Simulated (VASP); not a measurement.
# Mg (P6_3/mmc) in VASP: a series of runs

Mg is run at these levels: PBEsol+D3(BJ), BLYP; tasks: single point.

Everything below comes from runs of VASP 6.6.1. Logs are shortened: lines on timing, memory, paths and dates and some standing lists are left out, and cuts for length are marked.

### Step 1. The cell of the first run

It takes space group P6_3/mmc (No. 194, hexagonal). Conventional cell: a = 3.094 Å, b = 3.094 Å, c = 5.163 Å, α = 90.00°, β = 90.00°, γ = 120.00°. Within 4.1 Å of Mg (site symmetry -6m2) lie 12 Mg at 3.09 to 3.14 Å.

### Step 2. Single point, PBEsol+D3(BJ)

Contents of INCAR:

```
PREC = Accurate
ENCUT = 520
EDIFF = 1E-6
ISMEAR = -1
SIGMA = 0.05
LREAL = F
LASPH = T
NELM = 60
ALGO = Normal
ISIF = 2
LWAVE = F
LCHARG = F
GGA = PS
IVDW = 12
NBANDS = 9
```

Contents of KPOINTS:

```
regular mesh
0
Gamma
  10 10 5
```

Contents of POSCAR:

```
Mg
1.0
    3.0939111782      0.0000000000      0.0000000000
   -1.5469555891      2.6794056774      0.0000000000
    0.0000000000      0.0000000000      5.1634448171
Mg
2
Direct
    0.6666666667      0.3333333333      0.7500000000
    0.3333333333      0.6666666667      0.2500000000
```

Potentials or basis: VASP PAW PBE potentials, release 64 (Mg).

Started as:

```bash
cat potpaw_PBE.64/Mg/POTCAR > POTCAR
mpirun -np 1 vasp_std > vasp.out
```

OUTCAR:

```text
PREC = Accurate
   ENCUT = 520
   EDIFF = 1E-6
   ISMEAR = -1
   LREAL = F
   LASPH = T
   NELM = 60
   ISIF = 2
   GGA = PS
   IVDW = 12
 IVDW          = 12

 ion  position               nearest neighbor table
   1  0.667  0.333  0.750-   2 3.14   2 3.14   2 3.14   2 3.14   2 3.14   2 3.14
   2  0.333  0.667  0.250-   1 3.14   1 3.14   1 3.14   1 3.14   1 3.14   1 3.14

  LATTYP: Found a hexagonal cell.
 ALAT       =     3.0939111782
 C/A-ratio  =     1.6689053175

  Lattice vectors:

 A1 = (   3.0939111782,   0.0000000000,   0.0000000000)
 A2 = (  -1.5469555891,   2.6794056774,   0.0000000000)
 A3 = (   0.0000000000,   0.0000000000,   5.1634448171)

Analysis of symmetry for initial positions (statically):
=====================================================================
 Subroutine PRICEL returns:
 Original cell was already a primitive cell.

 Routine SETGRP: Setting up the symmetry group for a
 hexagonal supercell.

 Subroutine GETGRP returns: Found 24 space group operations
 (whereof 12 operations were pure point group operations)
 out of a pool of 24 trial point group operations.

The static configuration has the point symmetry D_3d.
 The point group associated with its full space group is D_6h.

Analysis of symmetry for dynamics (positions and initial velocities):
=====================================================================
 Subroutine PRICEL returns:
 Original cell was already a primitive cell.

 Routine SETGRP: Setting up the symmetry group for a
 hexagonal supercell.

 Subroutine GETGRP returns: Found 24 space group operations
 (whereof 12 operations were pure point group operations)
 out of a pool of 24 trial point group operations.

The dynamic configuration has the point symmetry D_3d.
 The point group associated with its full space group is D_6h.

 Subroutine INISYM returns: Found 24 space group operations
 (whereof 12 operations are pure point group operations),
 and found     1 'primitive' translations

----------------------------------------------------------------------------------------

                                     Primitive cell

  volume of cell :      42.8041

  direct lattice vectors                    reciprocal lattice vectors
     3.093911178  0.000000000  0.000000000     0.323215484  0.186608547  0.000000000
    -1.546955589  2.679405677  0.000000000     0.000000000  0.373217094  0.000000000
     0.000000000  0.000000000  5.163444817     0.000000000  0.000000000  0.193669156

  length of vectors
     3.093911178  3.093911178  5.163444817     0.373217094  0.373217094  0.193669156
[... 87 lines left out ...]
   ISIF   =      2    stress and relaxation
   ISYM   =      2    0-nonsym 1-usesym 2-fastsym
   POTIM  = 0.5000    time-step for ionic-motion
   TEBEG  =    0.0;   TEEND  =   0.0 temperature during run
   PSTRESS=    0.0 pullay stress
   NELECT =       4.0000    total number of electrons
   NUPDOWN=      -1.0000    fix difference up-down
   EMIN   =  10.00;   EMAX   =-10.00  energy-range for DOS
   EFERMI =   0.00;   METHOD = LEGACY
   ISMEAR =    -1;   SIGMA  =   0.05  broadening in eV -4-tet -1-fermi 0-gaus
   EFERMI_NEDOS =   21; number of points for ismear=-14 and -15
   IALGO  =     38    algorithm
   IMIX   =      4    mixing-type and parameters
     AMIX     =   0.40;   BMIX     =  1.00
     AMIX_MAG =   1.60;   BMIX_MAG =  1.00
  volume/ion in A,a.u.               =      21.40       144.43
  Fermi-wavevector in a.u.,A,eV,Ry     =   0.742904  1.403886  7.509148  0.551907
  Thomas-Fermi vector in A             =   1.837893
   LORBIT       =      0    0 simple, 1 ext, 2 COOP (PROOUT), +10 PAW based schemes
   GGA     = PS    functional components
   LHFCALC =     F    Hartree Fock is set to
   AEXX    =    0.0000 exact exchange contribution
   IVDW    =    12    specifies the selected vdW correction
   LEPSILON=     F    determine dielectric tensor
   LRPA    =     F    only Hartree local field effects (RPA)
 non-spin polarized calculation
  energy-cutoff  :      520.00
  volume of cell :       42.80
 maximum number of plane-waves:      1178
 NGX is ok and might be reduce to    24
   NGX = 11   NGY = 11   NGZ = 19

 number of electron       4.0000000 magnetization

 Free energy of the ion-electron system (eV)
  ---------------------------------------------------
  ext. energy  EPLUGINS =         0.00000000
  ---------------------------------------------------
  free energy    TOTEN  =        -3.43137434 eV

  energy without entropy =       -3.42360412  energy(sigma->0) =       -3.42748923

 E-fermi :   3.0185     XC(G=0):  -8.7562

 val. band max:        2.9715786883   @ k =   0.5000   0.0000   0.4000
 cond. band min:       3.0459683804   @ k =   0.4000   0.1000   0.4000
 fundamental gap:      0.0743896922
 Fermi energy:         3.0184909356

 k-point     1 :       0.0000    0.0000    0.0000
  band No.  band energies     occupation
      1      -4.2708      2.00000
      2       1.0158      2.00000
      3       1.4730      2.00000
      4      14.6062      0.00000
      5      14.6062      0.00000
      6      14.9349      0.00000
      7      14.9349      0.00000
      8      14.9625      0.00000
      9      17.3851      0.00000
[... 265 lines left out ...]
 k-point    24 :       0.4000    0.1000    0.2000
  band No.  band energies     occupation
      1       0.2462      2.00000
      2       2.1461      2.00000
      3       3.5729      0.00003
      4       5.3970      0.00000
      5       7.3616      0.00000
      6       8.5018      0.00000
      7      10.1065      0.00000
      8      11.4840      0.00000
      9      14.3179      0.00000

 [... further k-points ...]

------------------------ aborting loop because EDIFF is reached ----------------------------------------

 Edisp (eV)   -0.56254

 E8    (eV) :    -0.3732

  FORCE on cell =-STRESS in cart. coord.  units (eV):
  Direction    XX          YY          ZZ          XY          YZ          ZX
  --------------------------------------------------------------------------------------
  -------------------------------------------------------------------------------------
  Total       0.00067     0.00067    -0.01089     0.00000     0.00000    -0.00000
  in kB       0.02511     0.02511    -0.40760     0.00000     0.00000    -0.00000
  external pressure =       -0.12 kB  Pullay stress =        0.00 kB

 VOLUME and BASIS-vectors are now :
 -----------------------------------------------------------------------------
  energy-cutoff  :      520.00
  volume of cell :       42.80
      direct lattice vectors                 reciprocal lattice vectors
     3.093911178  0.000000000  0.000000000     0.323215484  0.186608547  0.000000000
    -1.546955589  2.679405677  0.000000000     0.000000000  0.373217094  0.000000000
     0.000000000  0.000000000  5.163444817     0.000000000  0.000000000  0.193669156

 POSITION                                       TOTAL-FORCE (eV/Angst)
 -----------------------------------------------------------------------------------
      1.54696      0.89314      3.87258        -0.000000     -0.000000      0.000000
     -0.00000      1.78627      1.29086         0.000000      0.000000      0.000000
 -----------------------------------------------------------------------------------
    total drift:                                0.000000     -0.000000      0.000000

  FREE ENERGIE OF THE ION-ELECTRON SYSTEM (eV)
  ---------------------------------------------------
  free  energy   TOTEN  =        -3.9939129806 eV

  energy  without entropy=       -3.9861427696  energy(sigma->0) =       -3.99002788
```

stdout:

```text
POSCAR found type information on POSCAR Mg
 POSCAR found :  1 types and       2 ions
 scaLAPACK will be used
 -----------------------------------------------------------------------------
|                                                                             |
|                                                                             |
|     You enforced a specific xc type in the INCAR file but a different       |
|     I HOPE YOU KNOW WHAT YOU ARE DOING!                                     |
|                                                                             |
 -----------------------------------------------------------------------------

 LDA part: xc-table for (Slater+PW92), standard interpolation
 POSCAR, INCAR and KPOINTS ok, starting setup
 FFT: planning ... GRIDC
 FFT: planning ... GRID_SOFT
 FFT: planning ... GRID
 WAVECAR not read
 entering main loop
```

Run time: 8.4 s. Hardware: 1 thread of Intel Xeon 6975P-C, shared host; peak memory 0.17 GiB.

Results:

| Property | Result |
| --- | --- |
| Free energy | -3.9939 eV |
| Pressure | 0.0 GPa |
| Band gap on the k mesh | zero (band 2 reaches 3.51 eV, above the bottom of band 3 at 1.47 eV) |
| Dispersion energy per atom | -0.281 eV |

Levels at points of the mesh, in eV from the Fermi level:
| k point | band 1 | band 2 | band 3 | band 4 | band 5 | band 6 |
| --- | --- | --- | --- | --- | --- | --- |
| (0.00, 0.00, 0.00) | -7.29 | -2.00 | -1.55 | 11.59 | 11.59 | 11.92 |
| (0.50, 0.00, 0.00) | -2.25 | -2.14 | 2.67 | 2.93 | 3.24 | 3.72 |

Caveat: the PAW data sets were made with another functional, which shifts forces and pressure a little; pairwise dispersion overbinds metals, which lowers pressure and volume.

### Step 3. Single point, BLYP

This run uses another cell than the first one, of 23.24 Å³/atom, 1.086 times its volume.

Contents of INCAR:

```
SYSTEM = Mg
AGGAC    = 1.0          
AGGAX    = 1.0          
ALDAC    = 0.0          
ALDAX    = 1.0          
ALGO     = Fast           ! electronic algorithm
EDIFF    = 1E-6           ! SCF threshold, eV
ENCUT    = 520            ! plane-wave cutoff, eV
GGA      = B5             ! functional
ISIF     = 2              ! what is computed and relaxed
ISMEAR   = -1             ! smearing method
LASPH    = .TRUE.         ! aspherical terms in the spheres
LCHARG   = .TRUE.         ! write CHGCAR
LELF     = .TRUE.         ! ELF
LREAL    = .FALSE.        ! projectors in reciprocal space
LVHAR    = .TRUE.       
LWAVE    = .FALSE.        ! write WAVECAR
NBANDS   = 9              ! bands
NELM     = 100            ! most SCF steps
PREC     = Accurate       ! precision mode
SIGMA    = 0.05           ! smearing width, eV
```

Contents of KPOINTS:

```
k-points
0
G
  10 10 5
  0 0 0
```

Contents of POSCAR:

```
Mg
1.0
    3.2093000000      0.0000000000      0.0000000000
   -1.6046500000      2.7793353284      0.0000000000
    0.0000000000      0.0000000000      5.2103000000
Mg
2
Direct
    0.6666666667      0.3333333333      0.7500000000
    0.3333333333      0.6666666667      0.2500000000
```

Potentials or basis: VASP PAW PBE potentials, release 64 (Mg).

Started as:

```bash
cat potpaw_PBE.64/Mg/POTCAR > POTCAR
mpirun -np 1 vasp_std > vasp.out
```

It took 17 s on 1 thread of Intel Xeon 6975P-C, shared host; peak memory 0.16 GiB.

It converged, with:

```yaml
Free_energy: -1.4872 eV
Pressure: 0.4 GPa
Band_gap_on_the_k_mesh: zero (band 2 reaches 3.71 eV, above the bottom of band 3 at 1.70 eV)
```

Stress tensor (GPa, compression positive):
```
-0.11  0.00  0.00
 0.00 -0.11  0.00
 0.00  0.00  1.30
```

Levels at points of the mesh, in eV from the Fermi level:
| k point | band 1 | band 2 | band 3 | band 4 | band 5 | band 6 | band 7 |
| --- | --- | --- | --- | --- | --- | --- | --- |
| (0.00, 0.00, 0.00) | -6.90 | -1.61 | -1.34 | 10.81 | 10.81 | 10.84 | 10.84 |
| (0.50, 0.00, 0.00) | -2.20 | -2.08 | 2.62 | 3.11 | 3.18 | 3.55 | 6.74 |

Caveat: the PAW data sets were made with another functional, which shifts forces and pressure a little.
